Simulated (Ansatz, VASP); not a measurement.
**RbBr in VASP and in Ansatz**

```xyz
2
Lattice="4.1243 0.0000 0.0000 0.0000 4.1243 0.0000 0.0000 0.0000 4.1243" Properties=species:S:1:pos:R:3 pbc="T T T"
Rb    0.0000    0.0000    0.0000
Br    2.0621    2.0621    2.0621
```

Alike in both runs: task single point; functional PBE0; k mesh 4 × 4 × 4; no spin polarisation.

|  | VASP | Ansatz |
| --- | --- | --- |
| version | VASP 6.6.1 | Ansatz 0.2.0 |
| potentials or method | VASP PAW PBE potentials, release 64 (Rb_sv, Br) | plane waves, PAW |
| plane-wave cutoff (eV) | 520 | 420 |
| occupations | gaussian, width 0.01 eV | fixed |
| valence electrons in the cell | 16 | 16 |

```csv
,VASP,Ansatz,Ansatz less VASP
gap on the k mesh at the Fermi level (eV),5.99,5.97,-0.019
pressure (GPa),0.4,0.4,+0.03
```

Ansatz's warnings: stress exchange threshold loose, stress scf threshold loose.
